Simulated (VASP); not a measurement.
# Ta (Im-3m) in VASP: a series of runs

Ta is run at these levels: PBEsol; tasks: single point.

All numbers are computed with VASP 6.6.1; they aren't measurements. Logs are shortened: lines on timing, memory, paths and dates and some standing lists are left out, and cuts for length are marked.

### Step 1. The cell of the first run

Symmetry: Im-3m, No. 229, cubic system. Conventional cell: a = 3.324 Å, b = 3.324 Å, c = 3.324 Å, α = 90.00°, β = 90.00°, γ = 90.00°. Ta (site symmetry m-3m) has 14 Ta at 2.88 to 3.32 Å within 3.8 Å.

### Step 2. Single point, PBEsol (volume 18.357 Å^3 an atom, c/a of the conventional cell 1.0000)

INCAR reads:

```
SYSTEM = Ta
ALGO = Normal ; EDIFF = 1E-6
ENCUT = 520 ; GGA = PS
ISIF = 2 ; ISMEAR = 0
LASPH = .True. ; LCHARG = .False.
LREAL = .False. ; LWAVE = .False.
NBANDS = 12 ; NELM = 100
PREC = Accurate ; SIGMA = 0.15
```

KPOINTS reads:

```
k-points
0
Gamma
  22 22 22
  0 0 0
```

POSCAR reads:

```
Ta
1.0
   -1.6618069548      1.6618069548      1.6618069548
    1.6618069548     -1.6618069548      1.6618069548
    1.6618069548      1.6618069548     -1.6618069548
Ta
1
Direct
    0.0000000000      0.0000000000      0.0000000000
```

Potentials or basis: VASP PAW PBE potentials, release 64 (Ta_pv).

Run with:

```sh
> cat potpaw_PBE.64/Ta_pv/POTCAR > POTCAR
> mpirun -np 1 vasp_std > vasp.out
```

OUTCAR:

```text
SYSTEM = Ta
   EDIFF = 1E-6
   ENCUT = 520
   GGA = PS
   ISIF = 2
   ISMEAR = 0
   LASPH = .True.
   LREAL = .False.
   NELM = 100
   PREC = Accurate

 ion  position               nearest neighbor table
   1  0.000  0.000  0.000-

  LATTYP: Found a body centered cubic cell.
 ALAT       =     3.3236139096

  Lattice vectors:

 A1 = (  -1.6618069548,   1.6618069548,   1.6618069548)
 A2 = (   1.6618069548,  -1.6618069548,   1.6618069548)
 A3 = (   1.6618069548,   1.6618069548,  -1.6618069548)

Analysis of symmetry for initial positions (statically):
=====================================================================
 Subroutine PRICEL returns:
 Original cell was already a primitive cell.

 Routine SETGRP: Setting up the symmetry group for a
 body centered cubic supercell.

 Subroutine GETGRP returns: Found 48 space group operations
 (whereof 48 operations were pure point group operations)
 out of a pool of 48 trial point group operations.

The static configuration has the point symmetry O_h .

Analysis of symmetry for dynamics (positions and initial velocities):
=====================================================================
 Subroutine PRICEL returns:
 Original cell was already a primitive cell.

 Routine SETGRP: Setting up the symmetry group for a
 body centered cubic supercell.

 Subroutine GETGRP returns: Found 48 space group operations
 (whereof 48 operations were pure point group operations)
 out of a pool of 48 trial point group operations.

The dynamic configuration has the point symmetry O_h .

 Subroutine INISYM returns: Found 48 space group operations
 (whereof 48 operations are pure point group operations),
 and found     1 'primitive' translations

----------------------------------------------------------------------------------------

                                     Primitive cell

  volume of cell :      18.3570

  direct lattice vectors                    reciprocal lattice vectors
    -1.661806955  1.661806955  1.661806955     0.000000000  0.300877306  0.300877306
     1.661806955 -1.661806955  1.661806955     0.300877306  0.000000000  0.300877306
     1.661806955  1.661806955 -1.661806955     0.300877306  0.300877306  0.000000000

  length of vectors
     2.878334078  2.878334078  2.878334078     0.425504767  0.425504767  0.425504767

  position of ions in fractional coordinates (direct lattice)
     0.000000000  0.000000000  0.000000000

  ion indices of the primitive-cell ions
   primitive index   ion index
                 1           1

----------------------------------------------------------------------------------------

 KPOINTS: k-points

Automatic generation of k-mesh.
 Grid dimensions read from file:
 generate k-points for:   22   22   22

 Generating k-lattice:

  Cartesian coordinates                     Fractional coordinates (reciprocal lattice)
     0.000000000  0.013676241  0.013676241     0.045454545  0.000000000  0.000000000
     0.013676241  0.000000000  0.013676241     0.000000000  0.045454545  0.000000000
     0.013676241  0.013676241  0.000000000     0.000000000  0.000000000  0.045454545

  Length of vectors
     0.019341126  0.019341126  0.019341126

  Shift w.r.t. Gamma in fractional coordinates (k-lattice)
     0.000000000  0.000000000  0.000000000

 Subroutine IBZKPT returns following result:
 ===========================================

 Found    328 irreducible k-points:

 Following reciprocal coordinates:
            Coordinates               Weight
  0.000000  0.000000  0.000000      1.000000
  0.045455  0.000000  0.000000     12.000000
  0.090909  0.000000  0.000000     12.000000
  0.136364  0.000000  0.000000     12.000000
  0.181818  0.000000  0.000000     12.000000
  0.227273  0.000000  0.000000     12.000000
[... 16 lines left out ...]
  0.090909  0.090909  0.000000     24.000000
  0.136364  0.090909  0.000000     48.000000
 [... further k-points ...]
   k-points           NKPTS =    328   k-points in BZ     NKDIM =    328   number of bands    NBANDS=     12
   number of dos      NEDOS =    301   number of ions     NIONS =      1
   total plane-waves  NPLWV =  13824
   dimension x,y,z NGX =    24 NGY =   24 NGZ =   24
   dimension x,y,z NGXF=    48 NGYF=   48 NGZF=   48
   ions per type =               1
   NGX,Y,Z   is equivalent  to a cutoff of  13.86, 13.86, 13.86 a.u.
   NGXF,Y,Z  is equivalent  to a cutoff of  27.72, 27.72, 27.72 a.u.
 SYSTEM =  Ta
   PREC   = accura    normal or accurate (medium, high low for compatibility)
   ISTART =      0    job   : 0-new  1-cont  2-samecut
   ICHARG =      2    charge: 1-file 2-atom 10-const
   ISPIN  =      1    spin polarized calculation?
   LNONCOLLINEAR =      F non collinear calculations
   LSORBIT =      F    spin-orbit coupling
   LASPH  =      T    aspherical Exc in radial PAW
   ENCUT  =  520.0 eV  38.22 Ry    6.18 a.u.   5.35  5.35  5.35*2*pi/ulx,y,z
   NELM   =    100;   NELMIN=  2; NELMDL= -5     # of ELM steps
   EDIFF  = 0.1E-05   stopping-criterion for ELM
   LREAL  =      F    real-space projection
   EDIFFG = 0.1E-04   stopping-criterion for IOM
   NSW    =      0    number of steps for IOM
   IBRION =     -1    ionic relax: 0-MD 1-quasi-New 2-CG
   NFREE  =      0    steps in history (QN), initial steepest desc. (CG)
   ISIF   =      2    stress and relaxation
   ISYM   =      2    0-nonsym 1-usesym 2-fastsym
   POTIM  = 0.5000    time-step for ionic-motion
   TEBEG  =    0.0;   TEEND  =   0.0 temperature during run
   PSTRESS=    0.0 pullay stress
   NELECT =      11.0000    total number of electrons
   NUPDOWN=      -1.0000    fix difference up-down
   EMIN   =  10.00;   EMAX   =-10.00  energy-range for DOS
   EFERMI =   0.00;   METHOD = LEGACY
   ISMEAR =     0;   SIGMA  =   0.15  broadening in eV -4-tet -1-fermi 0-gaus
   EFERMI_NEDOS =   21; number of points for ismear=-14 and -15
   IALGO  =     38    algorithm
   IMIX   =      4    mixing-type and parameters
     AMIX     =   0.40;   BMIX     =  1.00
     AMIX_MAG =   1.60;   BMIX_MAG =  1.00
  volume/ion in A,a.u.               =      18.36       123.88
  Fermi-wavevector in a.u.,A,eV,Ry     =   1.380189  2.608179 25.918024  1.904921
  Thomas-Fermi vector in A             =   2.505089
   LORBIT       =      0    0 simple, 1 ext, 2 COOP (PROOUT), +10 PAW based schemes
   GGA     = PS    functional components
   LHFCALC =     F    Hartree Fock is set to
   AEXX    =    0.0000 exact exchange contribution
   IVDW    =     0    specifies the selected vdW correction
   LEPSILON=     F    determine dielectric tensor
   LRPA    =     F    only Hartree local field effects (RPA)
 non-spin polarized calculation
 Gauss-broadening in eV      SIGMA  =   0.15
  energy-cutoff  :      520.00
  volume of cell :       18.36
 maximum number of plane-waves:       531
 NGX is ok and might be reduce to    24
   NGX = 11   NGY = 11   NGZ = 11

 number of electron      11.0000000 magnetization

 Free energy of the ion-electron system (eV)
  ---------------------------------------------------
  ext. energy  EPLUGINS =         0.00000000
  ---------------------------------------------------
  free energy    TOTEN  =       -12.54265434 eV

  energy without entropy =      -12.52699091  energy(sigma->0) =      -12.53482262

 E-fermi :   5.1636     XC(G=0): -12.6318

 val. band max:        5.1591939688   @ k =  -0.3182   0.4545   0.1364
 cond. band min:       5.1708762953   @ k =   0.3636   0.1818   0.0909
 fundamental gap:      0.0116823265
 Fermi energy:         5.1635938712

 k-point     1 :       0.0000    0.0000    0.0000
  band No.  band energies     occupation
      1     -27.9352      2.00000
      2     -27.9352      2.00000
      3     -27.9352      2.00000
      4      -2.6862      2.00000
      5       5.8869      0.00000
      6       5.8869      0.00000
      7       5.8869      0.00000
      8       9.0895      0.00000
      9       9.0895      0.00000
     10      19.7600      0.00000
     11      20.1208      0.00000
     12      20.1208      0.00000

 k-point     2 :       0.0455    0.0000    0.0000
  band No.  band energies     occupation
      1     -27.9596      2.00000
      2     -27.9428      2.00000
      3     -27.9353      2.00000
      4      -2.5952      2.00000
      5       5.8277      0.00000
      6       5.8713      0.00000
      7       5.9756      0.00000
      8       8.9905      0.00000
      9       9.0897      0.00000
     10      19.7599      0.00000
     11      20.2036      0.00000
     12      20.2804      0.00000

 k-point     3 :       0.0909    0.0000    0.0000
  band No.  band energies     occupation
      1     -28.0304      2.00000
      2     -27.9647      2.00000
      3     -27.9357      2.00000
      4      -2.3283      2.00000
      5       5.6599      0.00000
      6       5.8099      0.00000
      7       6.2397      0.00000
      8       8.7554      0.00000
      9       9.0934      0.00000
     10      19.7596      0.00000
     11      20.4255      0.00000
     12      20.7484      0.00000

 k-point     4 :       0.1364    0.0000    0.0000
  band No.  band energies     occupation
      1     -28.1404      2.00000
      2     -27.9991      2.00000
      3     -27.9363      2.00000
      4      -1.9041      2.00000
      5       5.4093      0.02053
      6       5.6702      0.00000
      7       6.6737      0.00000
      8       8.5230      0.00000
      9       9.1097      0.00000
     10      19.7588      0.00000
     11      20.6929      0.00000
     12      21.4961      0.00000

 k-point     5 :       0.1818    0.0000    0.0000
  band No.  band energies     occupation
      1     -28.2789      2.00000
      2     -28.0430      2.00000
      3     -27.9370      2.00000
      4      -1.3563      2.00000
      5       5.1090      1.39300
      6       5.4427      0.00851
      7       7.2685      0.00000
      8       8.4119      0.00000
      9       9.1496      0.00000
     10      19.7574      0.00000
     11      20.8075      0.00000
     12      22.4052      0.00000
[... 228 lines left out ...]
      1     -28.9913      2.00000
      2     -28.2854      2.00000
      3     -27.9508      2.00000
      4       0.9122      2.00000
      5       3.7609      2.00000
      6       6.1060      0.00000
      7       8.9846      0.00000
      8       9.9186      0.00000
      9      12.2665      0.00000
     10      16.9917      0.00000
     11      17.5396      0.00000
     12      19.7766      0.00000

 k-point    22 :       0.4545    0.0455    0.0000
  band No.  band energies     occupation
      1     -29.0315      2.00000
      2     -28.2999      2.00000
      3     -27.9511      2.00000
      4       0.9294      2.00000
      5       3.6918      2.00000
      6       6.5090      0.00000
      7       8.9326      0.00000
      8      10.0166      0.00000
      9      12.7944      0.00000
     10      16.5187      0.00000
     11      17.2324      0.00000
     12      19.7750      0.00000

 k-point    23 :       0.0909    0.0909    0.0000
  band No.  band energies     occupation
      1     -28.2016      2.00000
      2     -27.9973      2.00000
      3     -27.9585      2.00000
      4      -1.6574      2.00000
      5       5.3584      0.06626
      6       5.4589      0.00537
      7       6.9836      0.00000
      8       8.3246      0.00000
      9       9.2274      0.00000
     10      19.7584      0.00000
     11      20.9390      0.00000
     12      21.7590      0.00000

 k-point    24 :       0.1364    0.0909    0.0000
  band No.  band energies     occupation
      1     -28.3282      2.00000
      2     -28.0384      2.00000
      3     -27.9656      2.00000
      4      -1.1207      2.00000
      5       5.0855      1.53848
      6       5.2154      0.62539
      7       7.6007      0.00000
      8       8.1842      0.00000
      9       9.3438      0.00000
     10      19.7566      0.00000
     11      21.2076      0.00000
     12      22.0009      0.00000

 [... further k-points ...]
[... 5 lines left out ...]
  --------------------------------------------------------------------------------------
  -------------------------------------------------------------------------------------
  Total       -0.8233697     -0.8233697     -0.8233697     -0.0000000     -0.0000000      0.0000000
  in kB      -71.8627341    -71.8627341    -71.8627341     -0.0000000     -0.0000000      0.0000000
  external PRESSURE =     -71.8627341 kB  Pullay stress =       0.0000000 kB

 VOLUME and BASIS-vectors are now :
 -----------------------------------------------------------------------------
  energy-cutoff  :      520.00
  volume of cell :       18.36
      direct lattice vectors                 reciprocal lattice vectors
    -1.661806955  1.661806955  1.661806955     0.000000000  0.300877306  0.300877306
     1.661806955 -1.661806955  1.661806955     0.300877306  0.000000000  0.300877306
     1.661806955  1.661806955 -1.661806955     0.300877306  0.300877306  0.000000000

 POSITION                                       TOTAL-FORCE (eV/Angst)
 -----------------------------------------------------------------------------------
      0.00000      0.00000      0.00000         0.000000      0.000000      0.000000
 -----------------------------------------------------------------------------------
    total drift:                               -0.000000      0.000000      0.000000

  FREE ENERGIE OF THE ION-ELECTRON SYSTEM (eV)
  ---------------------------------------------------
  free  energy   TOTEN  =       -12.5426543443 eV

  energy  without entropy=      -12.5269909055  energy(sigma->0) =      -12.53482262
```

It took 38 s on 1 thread of AMD EPYC 9R45 (Zen 5), shared host; peak memory 0.17 GiB.

Results:

```
Free energy : -12.5427 eV
Pressure    : -7.2 GPa
```

Caveat: the PAW data sets were made with another functional, which shifts forces and pressure a little; spin-orbit coupling is left out, which moves the levels of the heavy elements.

### Step 3. Single point, PBEsol (volume 19.063 Å^3 an atom, c/a of the conventional cell 1.0000)

INCAR reads:

```
SYSTEM = Ta
PREC     = Accurate       ! precision mode
ENCUT    = 520            ! plane-wave cutoff, eV
EDIFF    = 1E-6           ! SCF threshold, eV
ISMEAR   = 0              ! smearing method
SIGMA    = 0.15           ! smearing width, eV
LREAL    = .False.        ! projectors in reciprocal space
LASPH    = .True.         ! aspherical terms in the spheres
NELM     = 100            ! most SCF steps
ALGO     = Fast           ! electronic algorithm
ISIF     = 2              ! what is computed and relaxed
LWAVE    = .False.        ! write WAVECAR
LCHARG   = .False.        ! write CHGCAR
GGA      = PS             ! functional
NBANDS   = 12             ! bands
```

KPOINTS reads:

```
Automatic mesh
0
Gamma
  22 22 22
  0 0 0
```

POSCAR reads:

```
Ta
1.0
   -1.6828435874      1.6828435874      1.6828435874
    1.6828435874     -1.6828435874      1.6828435874
    1.6828435874      1.6828435874     -1.6828435874
Ta
1
Direct
    0.0000000000      0.0000000000      0.0000000000
```

Potentials or basis: VASP PAW PBE potentials, release 64 (Ta_pv).

Run with:

```sh
> cat potpaw_PBE.64/Ta_pv/POTCAR > POTCAR
> mpirun -np 1 vasp_std > vasp.out
```

Wall time 50 s (1 thread of AMD EPYC 9R45 (Zen 5), shared host); peak memory 0.16 GiB.

It converged, with:

```yaml
Free_energy: -12.4968 eV
Pressure: -13.5 GPa
```

Levels at points of the mesh, in eV from the Fermi level:
| k point | band 4 | band 5 | band 6 | band 7 | band 8 | band 9 |
| --- | --- | --- | --- | --- | --- | --- |
| (0.00, 0.00, 0.00) | -7.70 | 0.72 | 0.72 | 0.72 | 3.79 | 3.79 |
| (0.50, 0.00, 0.00) | -4.14 | -1.39 | 1.38 | 3.63 | 4.60 | 7.26 |
| (0.50, 0.50, 0.50) | -3.48 | -3.48 | 6.39 | 6.39 | 6.39 | 8.16 |

Caveat: the PAW data sets were made with another functional, which shifts forces and pressure a little; spin-orbit coupling is left out, which moves the levels of the heavy elements.

### Step 4. Single point, PBEsol (volume 19.769 Å^3 an atom, c/a of the conventional cell 1.0000)

INCAR reads:

```
PREC = Accurate
ENCUT = 520
EDIFF = 1E-6
ISMEAR = 0
SIGMA = 0.15
LREAL = F
LASPH = T
NELM = 80
ALGO = Normal
ISIF = 2
LWAVE = F
LCHARG = F
GGA = PS
NBANDS = 12
```

KPOINTS reads:

```
regular mesh
0
Gamma
  22 22 22
```

POSCAR reads:

```
Ta
1.0
   -1.7033670293      1.7033670293      1.7033670293
    1.7033670293     -1.7033670293      1.7033670293
    1.7033670293      1.7033670293     -1.7033670293
Ta
1
Direct
    0.0000000000      0.0000000000      0.0000000000
```

Run with:

```sh
> cat potpaw_PBE.64/Ta_pv/POTCAR > POTCAR
> mpirun -np 1 vasp_std > vasp.out
```

Run time: 38 s. Hardware: 1 thread of AMD EPYC 9R45 (Zen 5), shared host; peak memory 0.17 GiB.

It converged, with:

```yaml
Free_energy: -12.4256 eV
Pressure: -18.8 GPa
```

Levels at points of the mesh, in eV from the Fermi level:
```
           k point  band 2  band 3  band 4  band 5  band 6  band 7  band 8  band 9  band 10  band 11
(0.00, 0.00, 0.00)  -33.40  -33.40   -7.56    0.71    0.71    0.71    3.65    3.65    14.61    14.61
(0.50, 0.00, 0.00)  -33.68  -33.40   -4.00   -1.31    1.24    3.48    4.40    6.92    10.27    11.54
(0.50, 0.50, 0.50)  -34.01  -34.01   -3.29   -3.29    6.10    6.10    6.10    7.86     7.86     7.86
```

Caveat: the PAW data sets were made with another functional, which shifts forces and pressure a little; spin-orbit coupling is left out, which moves the levels of the heavy elements.

### Step 5. The runs side by side

```csv
cell,gap on the mesh (eV),pressure (GPa)
"a = 2.878 Å, angles 109.5°, 1 atom",none,-7.2
"a = 2.915 Å, angles 109.5°, 1 atom",none,-13.5
"a = 2.950 Å, angles 109.5°, 1 atom",none,-18.8
```

Alike in all rows: task single point; level PBEsol; potentials or basis VASP PAW PBE potentials, release 64 (Ta_pv); no spin polarisation; k mesh 22 × 22 × 22; cutoff (eV) 520; smearing gaussian 0.15 eV.

Caveats: the PAW data sets were made with another functional, which shifts forces and pressure a little; spin-orbit coupling is left out, which moves the levels of the heavy elements.

Total energies depend on the potentials used, so only differences within one code and one set of settings carry meaning.
